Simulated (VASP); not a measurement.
BiS:

```
Bi S
1.0
     4.00294    0.00000    0.00000
     0.00000    4.00294    0.00000
     0.00000    0.00000    4.00294
Bi S
1 1
Direct
  0.50000 0.50000 0.50000
  0.00000 0.00000 0.00000
```

```yaml
Program: VASP 6.6.1
Task: relaxation of cell and atoms
Functional: PBEsol-based global hybrid with 25 % exact exchange
Potentials_or_basis: VASP PAW PBE potentials, release 64 (Bi_d, S)
Cutoff: 600 eV
k_mesh: 4 × 4 × 4
Occupations: fermi-dirac, width 0.05 eV
Spin: no spin polarisation
```

At the start: pressure -15.0 GPa; volume 32.07 Å³/atom.

**Question.** Where does the relaxation end?

**Answer.** Over 5 steps the energy falls by 702.9 meV/atom and the volume is 21.43 Å³/atom (-33.2 %); space group Pm-3m (No. 221, to 0.1 Å) before and after.

The path:
```
step  energy change (eV)  largest force (eV/Å)  pressure (GPa)  volume (Å³)
   1              0.0000                0.0000          -14.95        64.14
   2             -1.3497                0.0000            7.18        40.18
   3             -1.4055                0.0000           -0.43        43.04
   4             -1.4055                0.0000            0.23        42.67
   5             -1.4057                0.0000           -0.02        42.86
```

Final structure:
```yaml
crystal:
  lattice:
    - [3.49949, 0.00000, 0.00000]
    - [0.00000, 3.49949, 0.00000]
    - [0.00000, 0.00000, 3.49949]
  atoms:
    - { symbol: Bi, position: [0.50000, 0.50000, 0.50000] }
    - { symbol: S, position: [0.00000, 0.00000, 0.00000] }
```

Caveat: the k points lie up to 0.45 Å⁻¹ apart in the final cell, too coarse for converged energies and pressures of a metal; the volume moved by over 15 % at a fixed basis, so the end points are rough; the PAW data sets were made with another functional, which shifts forces and pressure a little.
